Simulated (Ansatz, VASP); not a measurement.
## One calculation of CaMg, two programs

The input INCAR:

```
SYSTEM = CaMg
  ALGO = Normal
  EDIFF = 1E-7
  ENCUT = 520
  ISIF = 2
  ISMEAR = 0
  LASPH = .True.
  LCHARG = .True.
  LELF = .True.
  LREAL = .False.
  LVHAR = .True.
  LWAVE = .False.
  NBANDS = 13
  NELM = 100
  PREC = Accurate
  SIGMA = 0.15
```

The input KPOINTS:

```
k-points
0
Gamma
  12 12 12
  0 0 0
```

The input POSCAR:

```
CaMg
1.0
    3.7618148612      0.0000000000      0.0000000000
    0.0000000000      3.7618148612      0.0000000000
    0.0000000000      0.0000000000      3.7618148612
Ca Mg
1 1
Direct
    0.0085505821      0.0000000000      0.0000000000
    0.4859004225      0.5000000000      0.5000000000
```

Input for Ansatz:

```yaml
crystal:
  lattice:
    - [3.7618148612, 0.0, 0.0]
    - [0.0, 3.7618148612, 0.0]
    - [0.0, 0.0, 3.7618148612]
  atoms:
    - { symbol: Ca, position: [0.0085505821, 0.0, 0.0] }
    - { symbol: Mg, position: [0.4859004225, 0.5, 0.5] }
basis:
  ecutwfc: 520.0
kpoints:
  mp_grid: { grid: [12, 12, 12] }
hamiltonian:
  xc: lda
scf:
  occupations: { method: gaussian, width: 0.15 }
output:
  forces: true
  stress: true
  eigenvalues: true
```

Change from the starting cell: mode 4 frozen in at -0.054 Å, equal normal strain along x, y and z -0.0250.

Alike in both runs: task single point; functional LDA; k mesh 12 × 12 × 12; occupations gaussian, width 0.15 eV; no spin polarisation.

```csv
,VASP,Ansatz
version,VASP 6.6.1,Ansatz 0.2.0
potentials or method,"VASP PAW LDA potentials, release 64 (Ca_sv, Mg), cutoff 520 eV","scalar-relativistic, plane waves, PAW"
valence electrons in the cell,12,20
```

```csv
,VASP,Ansatz,Ansatz less VASP
gap on the k mesh at the Fermi level (eV),none,none,-
pressure (GPa),2.5,2.6,+0.11
"traceless stress, the component that is largest in VASP (GPa)",-0.08,-0.08,+0.002
rms of the force components (eV/Å),0.152,0.150,-0.0020
```

LDA's correlation is that of Perdew and Zunger in VASP and of Perdew and Wang (1992) in Ansatz. Atom by atom the forces differ by 0.002 eV/Å (rms over components). A gap of «none» marks a metal or a gap that the smearing closes. VASP's potentials hold 12 valence electrons a cell and Ansatz's 20, so a difference there can come from the potentials and not from the codes.
